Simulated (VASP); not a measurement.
# Al6W (P4/mmm) in VASP: notebook

Al6W is run at these levels: PBE; tasks: single point.

Everything below comes from runs of VASP 6.6.1. Logs are shortened: lines on timing, memory, paths and dates and some standing lists are left out, and cuts for length are marked.

**1. The cell of the first run**

Symmetry: P4/mmm, No. 123, tetragonal system. The conventional cell has a = 5.528 Å, b = 5.528 Å, c = 3.651 Å, α = 90.00°, β = 90.00°, γ = 90.00°. Al (site symmetry m2m) has 8 Al at 2.66 to 2.87 Å and 2 W at 2.73 Å within 3.5 Å. Al (site symmetry mmm) has 8 Al at 2.68 Å and 2 W at 2.76 Å within 3.5 Å. Within 3.6 Å of W (site symmetry 4/mmm) lie 12 Al at 2.73 to 2.76 Å.

**2. Single point, PBE (volume scaled by 0.94, then relaxed in part)**

INCAR

```
SYSTEM = Al6W
PREC = Accurate
ENCUT = 520
EDIFF = 1E-6
ISMEAR = 0
SIGMA = 0.1
LREAL = .FALSE.
LASPH = .TRUE.
NELM = 100
ALGO = Fast
ISIF = 2
LWAVE = .FALSE.
LCHARG = .FALSE.
GGA = PE
NBANDS = 25
```

KPOINTS

```
Automatic mesh
0
G
  6 6 8
  0 0 0
```

POSCAR

```
Al6W
1.0
    5.5281881772      0.0000000000      0.0000000000
    0.0000000000      5.5281881772      0.0000000000
    0.0000000000      0.0000000000      3.6508725917
Al W
6 1
Direct
    0.7593822893      0.7593822893      0.0000000000
    0.2406177107      0.2406177107      0.0000000000
    0.2406177107      0.7593822893      0.0000000000
    0.7593822893      0.2406177107      0.0000000000
    0.5000000000      0.0000000000      0.5000000000
    0.0000000000      0.5000000000      0.5000000000
    0.5000000000      0.5000000000      0.5000000000
```

Potentials or basis: VASP PAW PBE potentials, release 64 (Al, W_sv).

Started as:

```sh
$ cat potpaw_PBE.64/Al/POTCAR potpaw_PBE.64/W_sv/POTCAR > POTCAR
$ mpirun -np 1 vasp_std > vasp.out
```

OUTCAR:

```text
SYSTEM = Al6W
   PREC = Accurate
   ENCUT = 520
   EDIFF = 1E-6
   ISMEAR = 0
   LREAL = .FALSE.
   LASPH = .TRUE.
   NELM = 100
   ISIF = 2
   GGA = PE

 ion  position               nearest neighbor table
   1  0.759  0.759  0.000-   3 2.66   4 2.66   5 2.68   6 2.68   5 2.68   6 2.68   7 2.73   7 2.73
                             4 2.87   3 2.87
   2  0.241  0.241  0.000-   3 2.66   4 2.66   5 2.68   6 2.68   5 2.68   6 2.68   7 2.73   7 2.73
                             4 2.87   3 2.87
   3  0.241  0.759  0.000-   1 2.66   2 2.66   5 2.68   6 2.68   5 2.68   6 2.68   7 2.73   7 2.73
                             1 2.87   2 2.87
   4  0.759  0.241  0.000-   1 2.66   2 2.66   5 2.68   6 2.68   5 2.68   6 2.68   7 2.73   7 2.73
                             1 2.87   2 2.87
   5  0.500  0.000  0.500-   1 2.68   2 2.68   3 2.68   4 2.68   1 2.68   2 2.68   3 2.68   4 2.68
                             7 2.76   7 2.76
   6  0.000  0.500  0.500-   1 2.68   2 2.68   3 2.68   4 2.68   1 2.68   2 2.68   3 2.68   4 2.68
                             7 2.76   7 2.76
   7  0.500  0.500  0.500-   1 2.73   2 2.73   3 2.73   4 2.73   1 2.73   2 2.73   3 2.73   4 2.73
                             5 2.76   6 2.76   5 2.76   6 2.76

  LATTYP: Found a simple tetragonal cell.
 ALAT       =     5.5281881772
 C/A-ratio  =     0.6604103324

  Lattice vectors:

 A1 = (   5.5281881772,   0.0000000000,   0.0000000000)
 A2 = (   0.0000000000,   5.5281881772,   0.0000000000)
 A3 = (   0.0000000000,   0.0000000000,   3.6508725917)

Analysis of symmetry for initial positions (statically):
=====================================================================
 Subroutine PRICEL returns:
 Original cell was already a primitive cell.

 Routine SETGRP: Setting up the symmetry group for a
 simple tetragonal supercell.

 Subroutine GETGRP returns: Found 16 space group operations
 (whereof 16 operations were pure point group operations)
 out of a pool of 16 trial point group operations.

The static configuration has the point symmetry D_4h.

Analysis of symmetry for dynamics (positions and initial velocities):
=====================================================================
 Subroutine PRICEL returns:
 Original cell was already a primitive cell.

 Routine SETGRP: Setting up the symmetry group for a
 simple tetragonal supercell.

 Subroutine GETGRP returns: Found 16 space group operations
 (whereof 16 operations were pure point group operations)
 out of a pool of 16 trial point group operations.

The dynamic configuration has the point symmetry D_4h.

 Subroutine INISYM returns: Found 16 space group operations
 (whereof 16 operations are pure point group operations),
 and found     1 'primitive' translations

----------------------------------------------------------------------------------------

                                     Primitive cell

  volume of cell :     111.5738

  direct lattice vectors                    reciprocal lattice vectors
     5.528188177  0.000000000  0.000000000     0.180891093  0.000000000  0.000000000
     0.000000000  5.528188177  0.000000000     0.000000000  0.180891093  0.000000000
     0.000000000  0.000000000  3.650872592     0.000000000  0.000000000  0.273907121

  length of vectors
     5.528188177  5.528188177  3.650872592     0.180891093  0.180891093  0.273907121

  position of ions in fractional coordinates (direct lattice)
     0.759382289  0.759382289  0.000000000
     0.240617711  0.240617711  0.000000000
     0.240617711  0.759382289  0.000000000
     0.759382289  0.240617711  0.000000000
     0.500000000  0.000000000  0.500000000
     0.000000000  0.500000000  0.500000000
     0.500000000  0.500000000  0.500000000

  ion indices of the primitive-cell ions
   primitive index   ion index
                 1           1
                 2           2
                 3           3
                 4           4
                 5           5
                 6           6
                 7           7

----------------------------------------------------------------------------------------

 KPOINTS: Automatic mesh

Automatic generation of k-mesh.
 Grid dimensions read from file:
 generate k-points for:    6    6    8

 Generating k-lattice:

  Cartesian coordinates                     Fractional coordinates (reciprocal lattice)
     0.030148515  0.000000000  0.000000000     0.166666667  0.000000000  0.000000000
     0.000000000  0.030148515  0.000000000     0.000000000  0.166666667  0.000000000
     0.000000000  0.000000000  0.034238390     0.000000000  0.000000000  0.125000000

  Length of vectors
     0.030148515  0.030148515  0.034238390

  Shift w.r.t. Gamma in fractional coordinates (k-lattice)
     0.000000000  0.000000000  0.000000000

 Subroutine IBZKPT returns following result:
 ===========================================

 Found     50 irreducible k-points:

 Following reciprocal coordinates:
            Coordinates               Weight
  0.000000  0.000000  0.000000      1.000000
  0.166667  0.000000  0.000000      4.000000
  0.333333  0.000000  0.000000      4.000000
  0.500000  0.000000  0.000000      2.000000
  0.166667  0.166667  0.000000      4.000000
  0.333333  0.166667  0.000000      8.000000
[... 16 lines left out ...]
  0.333333  0.000000  0.250000      8.000000
  0.500000  0.000000  0.250000      4.000000
 [... further k-points ...]
   k-points           NKPTS =     50   k-points in BZ     NKDIM =     50   number of bands    NBANDS=     25
   number of dos      NEDOS =    301   number of ions     NIONS =      7
   total plane-waves  NPLWV =  49392
   dimension x,y,z NGX =    42 NGY =   42 NGZ =   28
   dimension x,y,z NGXF=    84 NGYF=   84 NGZF=   56
   ions per type =               6   1
   NGX,Y,Z   is equivalent  to a cutoff of  12.63, 12.63, 12.75 a.u.
   NGXF,Y,Z  is equivalent  to a cutoff of  25.26, 25.26, 25.50 a.u.
 SYSTEM =  Al6W
   PREC   = accura    normal or accurate (medium, high low for compatibility)
   ISTART =      0    job   : 0-new  1-cont  2-samecut
   ICHARG =      2    charge: 1-file 2-atom 10-const
   ISPIN  =      1    spin polarized calculation?
   LNONCOLLINEAR =      F non collinear calculations
   LSORBIT =      F    spin-orbit coupling
   LASPH  =      T    aspherical Exc in radial PAW
   ENCUT  =  520.0 eV  38.22 Ry    6.18 a.u.  10.28 10.28  6.79*2*pi/ulx,y,z
   NELM   =    100;   NELMIN=  2; NELMDL= -5     # of ELM steps
   EDIFF  = 0.1E-05   stopping-criterion for ELM
   LREAL  =      F    real-space projection
   EDIFFG = 0.1E-04   stopping-criterion for IOM
   NSW    =      0    number of steps for IOM
   IBRION =     -1    ionic relax: 0-MD 1-quasi-New 2-CG
   NFREE  =      0    steps in history (QN), initial steepest desc. (CG)
   ISIF   =      2    stress and relaxation
   ISYM   =      2    0-nonsym 1-usesym 2-fastsym
   POTIM  = 0.5000    time-step for ionic-motion
   TEBEG  =    0.0;   TEEND  =   0.0 temperature during run
   PSTRESS=    0.0 pullay stress
   NELECT =      32.0000    total number of electrons
   NUPDOWN=      -1.0000    fix difference up-down
   EMIN   =  10.00;   EMAX   =-10.00  energy-range for DOS
   EFERMI =   0.00;   METHOD = LEGACY
   ISMEAR =     0;   SIGMA  =   0.10  broadening in eV -4-tet -1-fermi 0-gaus
   EFERMI_NEDOS =   21; number of points for ismear=-14 and -15
   IALGO  =     68    algorithm
   IMIX   =      4    mixing-type and parameters
     AMIX     =   0.40;   BMIX     =  1.00
     AMIX_MAG =   1.60;   BMIX_MAG =  1.00
  volume/ion in A,a.u.               =      15.94       107.56
  Fermi-wavevector in a.u.,A,eV,Ry     =   1.079619  2.040185 15.858655  1.165578
  Thomas-Fermi vector in A             =   2.215589
   LORBIT       =      0    0 simple, 1 ext, 2 COOP (PROOUT), +10 PAW based schemes
   GGA     = PE    functional components
   LHFCALC =     F    Hartree Fock is set to
   AEXX    =    0.0000 exact exchange contribution
   IVDW    =     0    specifies the selected vdW correction
   LEPSILON=     F    determine dielectric tensor
   LRPA    =     F    only Hartree local field effects (RPA)
 non-spin polarized calculation
 RMM-DIIS sequential band-by-band and
 Gauss-broadening in eV      SIGMA  =   0.10
  energy-cutoff  :      520.00
  volume of cell :      111.57
 maximum number of plane-waves:      3026
 NGX is ok and might be reduce to    42
   NGX = 21   NGY = 21   NGZ = 13

 number of electron      32.0000002 magnetization

 Free energy of the ion-electron system (eV)
  ---------------------------------------------------
  ext. energy  EPLUGINS =         0.00000000
  ---------------------------------------------------
  free energy    TOTEN  =       -35.85648736 eV

  energy without entropy =      -35.84949617  energy(sigma->0) =      -35.85299177

 E-fermi :   8.5700     XC(G=0): -10.6795

 val. band max:        8.5644952036   @ k =   0.5000   0.0000   0.0000
 cond. band min:       8.6255574297   @ k =   0.3333   0.0000   0.3750
 fundamental gap:      0.0610622261
 Fermi energy:         8.5700470575

 k-point     1 :       0.0000    0.0000    0.0000
  band No.  band energies     occupation
      1     -65.1945      2.00000
      2     -29.5161      2.00000
      3     -29.4228      2.00000
      4     -29.4228      2.00000
      5      -2.5918      2.00000
      6       0.9723      2.00000
[... 17 lines left out ...]
     24      13.5843      0.00000
     25      13.5863      0.00000

 k-point     2 :       0.1667    0.0000    0.0000
  band No.  band energies     occupation
      1     -65.1945      2.00000
      2     -29.5161      2.00000
      3     -29.4229      2.00000
      4     -29.4228      2.00000
      5      -2.4539      2.00000
      6       0.5086      2.00000
[... 17 lines left out ...]
     24      13.3089      0.00000
     25      13.7945      0.00000
[... 586 lines left out ...]
     24      13.2629      0.00000
     25      13.2920      0.00000

 k-point    24 :       0.5000    0.0000    0.2500
  band No.  band energies     occupation
      1     -65.1940      2.00000
      2     -29.5421      2.00000
      3     -29.4208      2.00000
      4     -29.4202      2.00000
      5      -0.8571      2.00000
      6      -0.4674      2.00000
[... 17 lines left out ...]
     24      13.5819      0.00000
     25      14.0657      0.00000

 [... further k-points ...]

------------------------ aborting loop because EDIFF is reached ----------------------------------------

  FORCE on cell =-STRESS in cart. coord.  units (eV):
  Direction    XX          YY          ZZ          XY          YZ          ZX
  --------------------------------------------------------------------------------------
  -------------------------------------------------------------------------------------
  Total        5.2664063      5.2664063      5.2648304      0.0000000      0.0000000      0.0000000
  in kB       75.6245198     75.6245198     75.6018897      0.0000000      0.0000000      0.0000000
  external PRESSURE =      75.6169765 kB  Pullay stress =       0.0000000 kB

 VOLUME and BASIS-vectors are now :
 -----------------------------------------------------------------------------
  energy-cutoff  :      520.00
  volume of cell :      111.57
      direct lattice vectors                 reciprocal lattice vectors
     5.528188177  0.000000000  0.000000000     0.180891093  0.000000000  0.000000000
     0.000000000  5.528188177  0.000000000     0.000000000  0.180891093  0.000000000
     0.000000000  0.000000000  3.650872592     0.000000000  0.000000000  0.273907121

 POSITION                                       TOTAL-FORCE (eV/Angst)
 -----------------------------------------------------------------------------------
      4.19801      4.19801      0.00000         0.000067      0.000067      0.000000
      1.33018      1.33018      0.00000        -0.000067     -0.000067      0.000000
      1.33018      4.19801      0.00000        -0.000067      0.000067     -0.000000
      4.19801      1.33018      0.00000         0.000067     -0.000067      0.000000
      2.76409      0.00000      1.82544         0.000000      0.000000      0.000000
      0.00000      2.76409      1.82544         0.000000      0.000000      0.000000
      2.76409      2.76409      1.82544         0.000000      0.000000      0.000000
 -----------------------------------------------------------------------------------
    total drift:                                0.000000     -0.000000     -0.000000

  FREE ENERGIE OF THE ION-ELECTRON SYSTEM (eV)
  ---------------------------------------------------
  free  energy   TOTEN  =       -35.8564873595 eV

  energy  without entropy=      -35.8494961734  energy(sigma->0) =      -35.85299177
```

Run time: 3.1 min. Hardware: 1 thread of Intel Xeon Platinum 8375C at 2.90GHz (Ice Lake), shared host; peak memory 0.29 GiB.

Results:

```
Free energy            : -35.8565 eV
Pressure               : 7.6 GPa
Band gap on the k mesh : zero (band 16 reaches 9.54 eV, above the bottom of band 17 at 7.63 eV)
```

Levels at points of the mesh, in eV from the Fermi level:
```tsv
k point	band 13	band 14	band 15	band 16	band 17	band 18	band 19	band 20
(0.00, 0.00, 0.00)	-2.12	-1.38	-1.38	-0.96	-0.06	0.55	2.04	3.77
(0.50, 0.00, 0.00)	-1.32	-0.78	-0.38	-0.29	-0.01	2.19	2.36	2.73
(0.50, 0.50, 0.00)	-1.43	-0.72	0.97	0.97	1.33	1.33	2.11	2.17
(0.00, 0.00, 0.50)	-2.84	-2.35	-1.39	-1.39	-0.05	1.17	1.17	1.21
(0.50, 0.00, 0.50)	-2.86	-2.63	-2.15	-1.20	-0.94	1.20	1.52	1.53
(0.50, 0.50, 0.50)	-2.33	-1.36	-1.36	0.51	1.20	1.22	1.34	2.37
```

Caveat: the cell differs from its parent crystal (volume scaled by 0.94, then relaxed in part); spin-orbit coupling is left out, which moves the levels of the heavy elements.

**3. Single point, PBE**

This run uses another cell than the first one, of 16.96 Å³/atom, 1.064 times its volume.

INCAR

```
ALGO = Fast
EDIFF = 1E-7
ENCUT = 520
GGA = PE
ISIF = 2
ISMEAR = 0
LASPH = True
LCHARG = False
LREAL = False
LWAVE = False
NBANDS = 25
NELM = 100
PREC = Accurate
SIGMA = 0.1
```

KPOINTS

```
k-points
0
Gamma
  6 6 8
```

POSCAR

```
Al6W
1.0
    5.6221667466      0.0000000000      0.0000000000
    0.0000000000      5.6221667466      0.0000000000
    0.0000000000      0.0000000000      3.7551476254
Al W
6 1
Direct
    0.7576743037      0.7576743037      0.0000000000
    0.2423256963      0.2423256963      0.0000000000
    0.2423256963      0.7576743037      0.0000000000
    0.7576743037      0.2423256963      0.0000000000
    0.5000000000      0.0000000000      0.5000000000
    0.0000000000      0.5000000000      0.5000000000
    0.5000000000      0.5000000000      0.5000000000
```

Potentials or basis: VASP PAW PBE potentials, release 64 (Al, W_sv).

Started as:

```sh
$ cat potpaw_PBE.64/Al/POTCAR potpaw_PBE.64/W_sv/POTCAR > POTCAR
$ mpirun -np 1 vasp_std > vasp.out
```

It took 3.1 min on 1 thread of Intel Xeon Platinum 8375C at 2.90GHz (Ice Lake), shared host; peak memory 0.29 GiB.

It converged, with:

| Item | Value |
| --- | --- |
| Free energy | -36.0162 eV |
| Pressure | 0.0 GPa |
| Largest force | 0.005 eV/Å |
| Band gap on the k mesh | zero (band 16 reaches 8.88 eV, above the bottom of band 17 at 7.08 eV) |

Forces on the atoms (eV/Å):
```
Al   0.004  0.004  0.000
Al  -0.004 -0.004  0.000
Al  -0.004  0.004  0.000
Al   0.004 -0.004  0.000
Al   0.000  0.000  0.000
Al   0.000  0.000  0.000
W    0.000  0.000  0.000
```

Levels at points of the mesh, in eV from the Fermi level:
```csv
k point,band 14,band 15,band 16,band 17,band 18,band 19
"(0.00, 0.00, 0.00)",-1.41,-1.41,-1.10,-0.06,0.65,1.86
"(0.50, 0.00, 0.00)",-0.78,-0.33,-0.21,-0.19,1.91,2.17
"(0.50, 0.50, 0.00)",-0.59,0.95,0.95,1.38,1.38,1.81
"(0.00, 0.00, 0.50)",-2.19,-1.34,-1.34,0.00,0.92,1.16
"(0.50, 0.00, 0.50)",-2.64,-2.12,-1.12,-0.86,0.87,1.40
"(0.50, 0.50, 0.50)",-1.28,-1.28,0.55,0.91,1.25,1.31
```

Caveat: spin-orbit coupling is left out, which moves the levels of the heavy elements.

**4. Single point, PBE**

This run uses another cell than the first one, of 16.96 Å³/atom, 1.064 times its volume.

INCAR

```
ALGO = Fast ; EDIFF = 1E-6
ENCUT = 520 ; GGA = PE
ISIF = 2 ; ISMEAR = 0
LASPH = T ; LCHARG = F
LREAL = F ; LWAVE = F
NBANDS = 25 ; NELM = 100
PREC = Accurate ; SIGMA = 0.1
```

KPOINTS is that of step 3.

POSCAR

```
Al6W
1.0
    5.6218703452      0.0000000000      0.0000000000
    0.0000000000      5.6218703452      0.0000000000
    0.0000000000      0.0000000000      3.7565594411
Al W
6 1
Direct
    0.7576874674      0.7576874674      0.0000000000
    0.2423125326      0.2423125326      0.0000000000
    0.2423125326      0.7576874674      0.0000000000
    0.7576874674      0.2423125326      0.0000000000
    0.5000000000      0.0000000000      0.5000000000
    0.0000000000      0.5000000000      0.5000000000
    0.5000000000      0.5000000000      0.5000000000
```

Started as:

```sh
$ cat potpaw_PBE.64/Al/POTCAR potpaw_PBE.64/W_sv/POTCAR > POTCAR
$ mpirun -np 1 vasp_std > vasp.out
```

It took 3.1 min on 1 thread of Intel Xeon Platinum 8375C at 2.90GHz (Ice Lake), shared host; peak memory 0.29 GiB.

The run converged. Its results:

* Free energy: -36.0163 eV
* Pressure: 0.0 GPa
* Band gap on the k mesh: zero (band 16 reaches 8.88 eV, above the bottom of band 17 at 7.07 eV)

Forces on the atoms (eV/Å):
```
Al   0.002  0.002  0.000
Al  -0.002 -0.002  0.000
Al  -0.002  0.002  0.000
Al   0.002 -0.002  0.000
Al   0.000  0.000  0.000
Al   0.000  0.000  0.000
W    0.000  0.000  0.000
```

Levels at points of the mesh, in eV from the Fermi level:
| k point | band 13 | band 14 | band 15 | band 16 | band 17 | band 18 | band 19 | band 20 |
| --- | --- | --- | --- | --- | --- | --- | --- | --- |
| (0.00, 0.00, 0.00) | -2.01 | -1.41 | -1.41 | -1.11 | -0.06 | 0.65 | 1.86 | 3.43 |
| (0.50, 0.00, 0.00) | -1.35 | -0.78 | -0.33 | -0.21 | -0.19 | 1.91 | 2.17 | 2.64 |
| (0.50, 0.50, 0.00) | -1.30 | -0.59 | 0.95 | 0.95 | 1.39 | 1.39 | 1.80 | 2.03 |
| (0.00, 0.00, 0.50) | -2.79 | -2.19 | -1.34 | -1.34 | 0.01 | 0.91 | 1.16 | 1.16 |
| (0.50, 0.00, 0.50) | -2.82 | -2.64 | -2.12 | -1.12 | -0.86 | 0.87 | 1.41 | 1.50 |
| (0.50, 0.50, 0.50) | -2.23 | -1.28 | -1.28 | 0.55 | 0.90 | 1.25 | 1.31 | 2.36 |

Caveat: spin-orbit coupling is left out, which moves the levels of the heavy elements.

**5. Overview**

| cell | further INCAR settings | gap on the mesh (eV) | pressure (GPa) |
| --- | --- | --- | --- |
| a = 5.528, b = 5.528, c = 3.651 Å, 7 atoms | ALGO = Fast; EDIFF = 1e-06; NBANDS = 25 | none | 7.6 |
| a = 5.622, b = 5.622, c = 3.755 Å, 7 atoms | ALGO = Fast; EDIFF = 1e-07; NBANDS = 25 | none | 0.0 |
| a = 5.622, b = 5.622, c = 3.757 Å, 7 atoms | ALGO = Fast; EDIFF = 1e-06; NBANDS = 25 | none | 0.0 |

Alike in all rows: task single point; level PBE; potentials or basis VASP PAW PBE potentials, release 64 (Al, W_sv); no spin polarisation; k mesh 6 × 6 × 8; cutoff (eV) 520; smearing gaussian 0.1 eV.

Caveats: spin-orbit coupling is left out, which moves the levels of the heavy elements.

Total energies depend on the potentials used, so only differences within one code and one set of settings carry meaning.
